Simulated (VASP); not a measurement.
# KCl (Pm-3m) in VASP: further runs

Runs on KCl. Level: PBE. Tasks: vibrations by perturbation theory.

All numbers are computed with VASP 6.6.1; they aren't measurements. Logs are shortened: lines on timing, memory, paths and dates and some standing lists are left out, and cuts for length are marked.

### 1 The cell of the first run

The structure is cubic, space group Pm-3m (No. 221). Conventional cell: a = 3.834 Å, b = 3.834 Å, c = 3.834 Å, α = 90.00°, β = 90.00°, γ = 90.00°. K (site symmetry m-3m) has 8 Cl at 3.32 Å and 6 K at 3.83 Å within 4.4 Å. Within 4.4 Å of Cl (site symmetry m-3m) lie 8 K at 3.32 Å and 6 Cl at 3.83 Å.

### 2 Vibrations by perturbation theory, PBE

INCAR

```
PREC     = Accurate       # precision mode
ENCUT    = 520            # plane-wave cutoff, eV
EDIFF    = 1E-8           # SCF threshold, eV
ISMEAR   = 0              # smearing method
SIGMA    = 0.01           # smearing width, eV
LREAL    = False          # projectors in reciprocal space
LASPH    = True           # aspherical terms in the spheres
NELM     = 80             # most SCF steps
ALGO     = Normal         # electronic algorithm
ISIF     = 2              # what is computed and relaxed
LWAVE    = False          # write WAVECAR
LCHARG   = False          # write CHGCAR
GGA      = PE             # functional
NBANDS   = 15             # bands
IBRION   = 8              # ionic algorithm
NSW      = 1              # ionic steps
LEPSILON = True           # dielectric tensor by DFPT
```

KPOINTS

```
Automatic mesh
0
Gamma
  6 6 6
```

POSCAR

```
KCl
1.0
    3.8339000000      0.0000000000      0.0000000000
    0.0000000000      3.8339000000      0.0000000000
    0.0000000000      0.0000000000      3.8339000000
K Cl
1 1
Direct
    0.0000000000      0.0000000000      0.0000000000
    0.5000000000      0.5000000000      0.5000000000
```

Potentials or basis: VASP PAW PBE potentials, release 64 (K_sv, Cl).

Run with:

```console
cat potpaw_PBE.64/K_sv/POTCAR potpaw_PBE.64/Cl/POTCAR > POTCAR
mpirun -np 1 vasp_std > vasp.out
```

OUTCAR:

```text
PREC = Accurate
   ENCUT = 520
   EDIFF = 1E-8
   ISMEAR = 0
   LREAL = False
   LASPH = True
   NELM = 80
   ISIF = 2
   GGA = PE
   IBRION = 8
   NSW = 1
   LEPSILON = True

 ion  position               nearest neighbor table
   1  0.000  0.000  0.000-
   2  0.500  0.500  0.500-

  LATTYP: Found a simple cubic cell.
 ALAT       =     3.8339000000

  Lattice vectors:

 A1 = (   3.8339000000,   0.0000000000,   0.0000000000)
 A2 = (   0.0000000000,   3.8339000000,   0.0000000000)
 A3 = (   0.0000000000,   0.0000000000,   3.8339000000)

Analysis of symmetry for initial positions (statically):
=====================================================================
 Subroutine PRICEL returns:
 Original cell was already a primitive cell.

 Routine SETGRP: Setting up the symmetry group for a
 simple cubic supercell.

 Subroutine GETGRP returns: Found 48 space group operations
 (whereof 48 operations were pure point group operations)
 out of a pool of 48 trial point group operations.

The static configuration has the point symmetry O_h .

Analysis of symmetry for dynamics (positions and initial velocities):
=====================================================================
 Subroutine PRICEL returns:
 Original cell was already a primitive cell.

 Routine SETGRP: Setting up the symmetry group for a
 simple cubic supercell.

 Subroutine GETGRP returns: Found 48 space group operations
 (whereof 48 operations were pure point group operations)
 out of a pool of 48 trial point group operations.

The dynamic configuration has the point symmetry O_h .

 Subroutine INISYM returns: Found 48 space group operations
 (whereof 48 operations are pure point group operations),
 and found     1 'primitive' translations

----------------------------------------------------------------------------------------

                                     Primitive cell

  volume of cell :      56.3537

  direct lattice vectors                    reciprocal lattice vectors
     3.833900000  0.000000000  0.000000000     0.260831008  0.000000000  0.000000000
     0.000000000  3.833900000  0.000000000     0.000000000  0.260831008  0.000000000
     0.000000000  0.000000000  3.833900000     0.000000000  0.000000000  0.260831008

  length of vectors
     3.833900000  3.833900000  3.833900000     0.260831008  0.260831008  0.260831008

  position of ions in fractional coordinates (direct lattice)
     0.000000000  0.000000000  0.000000000
     0.500000000  0.500000000  0.500000000

  ion indices of the primitive-cell ions
   primitive index   ion index
                 1           1
                 2           2

----------------------------------------------------------------------------------------

 KPOINTS: Automatic mesh

Automatic generation of k-mesh.
 Grid dimensions read from file:
 generate k-points for:    6    6    6

 Generating k-lattice:

  Cartesian coordinates                     Fractional coordinates (reciprocal lattice)
[... 501 lines left out ...]

 Free energy of the ion-electron system (eV)
  ---------------------------------------------------
  ---------------------------------------------------
  free energy    TOTEN  =        -0.27467656 eV

  energy without entropy =       -0.27467656

------------------------ aborting loop because EDIFF is reached ----------------------------------------

--------------------------------------- Ionic step        2  -------------------------------------------

------------------------ aborting loop because EDIFF is reached ----------------------------------------

--------------------------------------- Ionic step        3  -------------------------------------------

------------------------ aborting loop because EDIFF is reached ----------------------------------------

 PIEZOELECTRIC TENSOR FIELD DIRECTION 3  (e Angst)
 -----------------------------------------------------------------------------
     0.00003  0.00000 -0.00000           (  0.00000  0.00000 -0.00000)
     0.00000  0.00003  0.00000           (  0.00000  0.00000  0.00000)
    -0.00000  0.00000 -0.00129           ( -0.00000  0.00000  0.00000)

 PIEZOELECTRIC TENSOR FIELD DIRECTION 3  (C/m^2)
 -----------------------------------------------------------------------------
     0.00001  0.00000 -0.00000
     0.00000  0.00001  0.00000
    -0.00000  0.00000 -0.00037

--------------------------------------- Ionic step        4  -------------------------------------------

------------------------ aborting loop because EDIFF is reached ----------------------------------------

[... ionic steps 5 to 6 ...]

--------------------------------------- Ionic step        7  -------------------------------------------

 Free energy of the ion-electron system (eV)
  ---------------------------------------------------
  ---------------------------------------------------
  free energy    TOTEN  =        -0.19747673 eV

  energy without entropy =       -0.19747673

------------------------ aborting loop because EDIFF is reached ----------------------------------------

 INTERNAL STRAIN TENSOR  FOR ION    2  DIRECTION 1   (eV/Angst):
 -----------------------------------------------------------------------------
    -0.00058 -0.00000  0.00000
    -0.00000  0.01199  0.00000
     0.00000  0.00000  0.01199

 MACROSCOPIC STATIC DIELECTRIC TENSOR (including local field effects in DFT)
 ------------------------------------------------------
           2.552412     0.000000    -0.000000
           0.000000     2.552412     0.000000
           0.000000     0.000000     2.552412
 ------------------------------------------------------

 PIEZOELECTRIC TENSOR (including local field effects)  for field in x, y, z        (e  Angst)
          XX          YY          ZZ          XY          YZ          ZX
  --------------------------------------------------------------------------------
  x     0.00000     0.00000     0.00000     0.00000     0.00000     0.00000
  y     0.00000     0.00000     0.00000     0.00000     0.00000     0.00000
  z     0.00000     0.00000     0.00000     0.00000     0.00000     0.00000

 PIEZOELECTRIC TENSOR (including local field effects)  for field in x, y, z        (C/m^2)
          XX          YY          ZZ          XY          YZ          ZX
  --------------------------------------------------------------------------------
  x     0.00000     0.00000     0.00000     0.00000     0.00000     0.00000
  y     0.00000     0.00000     0.00000     0.00000     0.00000     0.00000
  z     0.00000     0.00000     0.00000     0.00000     0.00000     0.00000

 BORN EFFECTIVE CHARGES (including local field effects) (in |e|, cummulative output)
 ---------------------------------------------------------------------------------
 ion    1
    1     1.19863    -0.00000     0.00000
    2     0.00000     1.19863     0.00000
    3    -0.00000     0.00000     1.19863
 ion    2
    1    -1.19863     0.00000    -0.00000
    2    -0.00000    -1.19863    -0.00000
    3     0.00000    -0.00000    -1.19863

 INTERNAL STRAIN TENSOR FOR ION    2 for displacements in x,y,z  (eV/Angst):
          X           Y           Z          XY          YZ          ZX
  --------------------------------------------------------------------------------
  x     0.00000     0.00000     0.00000     0.00000     0.00000     0.00000
  y     0.00000     0.00000     0.00000     0.00000     0.00000     0.00000
  z     0.00000     0.00000     0.00000     0.00000     0.00000     0.00000

 SECOND DERIVATIVES (NOT SYMMETRIZED)
 ------------------------------------
               1X          1Y          1Z          2X          2Y          2Z
  1X    -0.663286    0.000000    0.000000    0.663286   -0.000000   -0.000000
  1Y     0.000000   -0.663286    0.000000   -0.000000    0.663286   -0.000000
  1Z    -0.000000   -0.000000   -0.663286    0.000000    0.000000    0.663286
  2X     0.670285    0.000000   -0.000000   -0.670285   -0.000000    0.000000
  2Y     0.000000    0.670285   -0.000000   -0.000000   -0.670285    0.000000
  2Z    -0.000000   -0.000000    0.670285    0.000000    0.000000   -0.670285

 Eigenvectors and eigenvalues of the dynamical matrix
 ----------------------------------------------------

   1 f  =    2.960902 THz    18.603894 2PiTHz   98.765050 cm-1    12.245300 meV
             X         Y         Z           dx          dy          dz
      0.000000  0.000000  0.000000     0.000000    0.000000   -0.687704
      1.916950  1.916950  1.916950    -0.000000    0.000000    0.725991
[... 21 lines left out ...]
   6 f/i=    0.007758 THz     0.048745 2PiTHz    0.258780 cm-1     0.032085 meV
             X         Y         Z           dx          dy          dz
      0.000000  0.000000  0.000000     0.725991   -0.000000   -0.000000
      1.916950  1.916950  1.916950     0.687704   -0.000000    0.000000

--------------------------------------------------------------------------------------------------------

 MACROSCOPIC STATIC DIELECTRIC TENSOR IONIC CONTRIBUTION
 ------------------------------------------------------
           6.918630    -0.000000    -0.000000
          -0.000000     6.918630    -0.000000
          -0.000000    -0.000000     6.918630
 ------------------------------------------------------

 ELASTIC MODULI CONTR FROM IONIC RELAXATION (kBar)
 Direction    XX          YY          ZZ          XY          YZ          ZX
 --------------------------------------------------------------------------------
 XX           0.0000      0.0000      0.0000      0.0000      0.0000      0.0000
 YY           0.0000      0.0000      0.0000      0.0000      0.0000      0.0000
 ZZ           0.0000      0.0000      0.0000      0.0000      0.0000      0.0000
 XY           0.0000      0.0000      0.0000      0.0000      0.0000      0.0000
 YZ           0.0000      0.0000      0.0000      0.0000      0.0000      0.0000
 ZX           0.0000      0.0000      0.0000      0.0000      0.0000      0.0000
 --------------------------------------------------------------------------------

 PIEZOELECTRIC TENSOR IONIC CONTR  for field in x, y, z        (C/m^2)
          XX          YY          ZZ          XY          YZ          ZX
  --------------------------------------------------------------------------------
  x     0.00000     0.00000     0.00000     0.00000     0.00000     0.00000
  y     0.00000     0.00000     0.00000     0.00000     0.00000     0.00000
  z     0.00000     0.00000     0.00000     0.00000     0.00000     0.00000
```

It took 10 min on 1 thread of Intel Xeon 8259CL, shared host; peak memory 0.25 GiB.

Results:

* Electronic dielectric tensor (diagonal): 2.55
* Born charges (mean of the diagonal): K +1.20; Cl -1.20 e
* Highest phonon frequency at Γ, LO-TO splitting left out: 99 cm⁻¹

Phonon frequencies in cm⁻¹ (negative: imaginary):
```tsv
q point	frequencies
(0.000, 0.000, 0.000)	0 0 0 99 99 99
```

Electronic dielectric tensor:
```
2.55 0.00 0.00
0.00 2.55 0.00
0.00 0.00 2.55
```

Born effective charge tensors (e):
atom 1, K
```
1.20 0.00 0.00
0.00 1.20 0.00
0.00 0.00 1.20
```
atom 2, Cl
```
-1.20  0.00  0.00
 0.00 -1.20  0.00
 0.00  0.00 -1.20
```

### 3 Vibrations by perturbation theory, PBE

This run uses another cell than the first one, of 29.51 Å³/atom.

INCAR

```
ALGO = Normal
EDIFF = 1E-8
ENCUT = 520
GGA = PE
IBRION = 8
ISIF = 2
ISMEAR = 0
LASPH = T
LCHARG = T
LEPSILON = T
LREAL = F
LWAVE = F
NBANDS = 15
NELM = 80
NSW = 1
PREC = Accurate
SIGMA = 0.01
```

KPOINTS

```
k-points
0
Gamma
  6 6 6
```

POSCAR

```
KCl
1.0
    3.8933000000      0.0000000000      0.0000000000
    0.0000000000      3.8933000000      0.0000000000
    0.0000000000      0.0000000000      3.8933000000
K Cl
1 1
Direct
    0.0000000000      0.0000000000      0.0000000000
    0.5000000000      0.5000000000      0.5000000000
```

Potentials or basis: VASP PAW PBE potentials, release 64 (K_sv, Cl).

Run with:

```console
cat potpaw_PBE.64/K_sv/POTCAR potpaw_PBE.64/Cl/POTCAR > POTCAR
mpirun -np 1 vasp_std > vasp.out
```

OUTCAR:

```text
EDIFF = 1E-8
   ENCUT = 520
   GGA = PE
   IBRION = 8
   ISIF = 2
   ISMEAR = 0
   LASPH = T
   LEPSILON = T
   LREAL = F
   NELM = 80
   NSW = 1
   PREC = Accurate

 ion  position               nearest neighbor table
   1  0.000  0.000  0.000-
   2  0.500  0.500  0.500-

  LATTYP: Found a simple cubic cell.
 ALAT       =     3.8933000000

  Lattice vectors:

 A1 = (   3.8933000000,   0.0000000000,   0.0000000000)
 A2 = (   0.0000000000,   3.8933000000,   0.0000000000)
 A3 = (   0.0000000000,   0.0000000000,   3.8933000000)

Analysis of symmetry for initial positions (statically):
=====================================================================
 Subroutine PRICEL returns:
 Original cell was already a primitive cell.

 Routine SETGRP: Setting up the symmetry group for a
 simple cubic supercell.

[... 650 lines left out ...]

 SECOND DERIVATIVES (NOT SYMMETRIZED)
 ------------------------------------
               1X          1Y          1Z          2X          2Y          2Z
  1X    -0.456316   -0.000000    0.000000    0.456316    0.000000   -0.000000
  1Y    -0.000000   -0.456316   -0.000000    0.000000    0.456316    0.000000
  1Z     0.000000    0.000000   -0.456316   -0.000000   -0.000000    0.456316
  2X     0.447135   -0.000000    0.000000   -0.447135    0.000000    0.000000
  2Y    -0.000000    0.447135   -0.000000    0.000000   -0.447135    0.000000
  2Z     0.000000    0.000000    0.447135   -0.000000   -0.000000   -0.447135

 Eigenvectors and eigenvalues of the dynamical matrix
 ----------------------------------------------------

   1 f  =    2.436175 THz    15.306939 2PiTHz   81.262053 cm-1    10.075206 meV
             X         Y         Z           dx          dy          dz
      0.000000  0.000000  0.000000     0.391932   -0.571852   -0.000000
      1.946650  1.946650  1.946650    -0.407425    0.594457    0.000000
[... 21 lines left out ...]
   6 f/i=    0.012369 THz     0.077719 2PiTHz    0.412595 cm-1     0.051155 meV
             X         Y         Z           dx          dy          dz
      0.000000  0.000000  0.000000     0.657179   -0.289830   -0.059065
      1.946650  1.946650  1.946650     0.632189   -0.278809   -0.056819

--------------------------------------------------------------------------------------------------------

 MACROSCOPIC STATIC DIELECTRIC TENSOR IONIC CONTRIBUTION
 ------------------------------------------------------
           9.802027     0.000000     0.000000
           0.000000     9.802027    -0.000000
           0.000000    -0.000000     9.802027
 ------------------------------------------------------

 ELASTIC MODULI CONTR FROM IONIC RELAXATION (kBar)
 Direction    XX          YY          ZZ          XY          YZ          ZX
 --------------------------------------------------------------------------------
 XX           0.0000      0.0000      0.0000      0.0000      0.0000      0.0000
 YY           0.0000      0.0000      0.0000      0.0000      0.0000      0.0000
 ZZ           0.0000      0.0000      0.0000      0.0000      0.0000      0.0000
 XY           0.0000      0.0000      0.0000      0.0000      0.0000      0.0000
 YZ           0.0000      0.0000      0.0000      0.0000      0.0000      0.0000
 ZX           0.0000      0.0000      0.0000      0.0000      0.0000      0.0000
 --------------------------------------------------------------------------------

 PIEZOELECTRIC TENSOR IONIC CONTR  for field in x, y, z        (C/m^2)
          XX          YY          ZZ          XY          YZ          ZX
  --------------------------------------------------------------------------------
  x     0.00000     0.00000     0.00000     0.00000     0.00000     0.00000
  y     0.00000     0.00000     0.00000     0.00000     0.00000     0.00000
  z     0.00000     0.00000     0.00000     0.00000     0.00000     0.00000
```

OSZICAR:

```text
N       E                     dE             d eps       ncg     rms          rms(c)
DAV:   1     0.102820846130E+03    0.10282E+03   -0.72657E+03   600   0.970E+02
DAV:   2    -0.111694210059E+01   -0.10394E+03   -0.97316E+02   801   0.240E+02
DAV:   3    -0.674391611025E+01   -0.56270E+01   -0.56032E+01   810   0.495E+01
[... 228 lines left out ...]
RMM:   8    -0.197805356590E+00    0.13612E-05    0.62681E-07  2413   0.951E-04    0.123E-04
RMM:   9    -0.197804929017E+00    0.42757E-06    0.20119E-06  2480   0.442E-04    0.115E-04
RMM:  10    -0.197804930940E+00   -0.19228E-08    0.14067E-06  2531   0.217E-04    0.243E-05
RMM:  11    -0.197804917958E+00    0.12981E-07   -0.60567E-07  2717   0.124E-04    0.196E-05
RMM:  12    -0.197804917371E+00    0.58740E-09    0.44500E-07  2647   0.837E-05    0.232E-05
RMM:  13    -0.197804939015E+00   -0.21644E-07    0.10382E-07  2586   0.688E-05    0.220E-05
 Linear response finished
```

stdout:

```text
POSCAR found type information on POSCAR K Cl
 POSCAR found :  2 types and       2 ions
 scaLAPACK will be used
 LDA part: xc-table for (Slater+PW92), standard interpolation
 POSCAR, INCAR and KPOINTS ok, starting setup
 FFT: planning ... GRIDC
 FFT: planning ... GRID_SOFT
 FFT: planning ... GRID
 WAVECAR not read
 entering main loop
[... 24 lines left out ...]
 dielectric tensor                  component  3 :    -0.018    -0.027     2.502
 Linear response DOF=           2
 Linear response progress:
 first order change of Fermi-energy   0.27584E-03
 force on displaced ion       1 direction 1 :  -0.456   0.000  -0.000
 Born effective charge ion    1 direction 1 :   1.201   0.000   0.000
 Linear response progress:
 first order change of Fermi-energy   0.75520E-04
 force on displaced ion       2 direction 1 :  -0.447   0.000  -0.000
 Born effective charge ion    2 direction 1 :  -1.202   0.000   0.000
 Born effective charges drift removed
 Linear response finished
```

It took 9.8 min on 1 thread of Intel Xeon 8259CL, shared host; peak memory 0.25 GiB.

Results:

| Quantity | Value |
| --- | --- |
| Electronic dielectric tensor (diagonal) | 2.50 |
| Born charges (mean of the diagonal) | K +1.20; Cl -1.20 e |
| Highest phonon frequency at Γ, LO-TO splitting left out | 81 cm⁻¹ |

Phonon frequencies in cm⁻¹ (negative: imaginary):
```
              q point     frequencies
(0.000, 0.000, 0.000)  0 0 0 81 81 81
```

Electronic dielectric tensor:
```
2.50 0.00 0.00
0.00 2.50 0.00
0.00 0.00 2.50
```

Born effective charge tensors (e):
atom 1, K
```
1.20 0.00 0.00
0.00 1.20 0.00
0.00 0.00 1.20
```
atom 2, Cl
```
-1.20  0.00  0.00
 0.00 -1.20  0.00
 0.00  0.00 -1.20
```
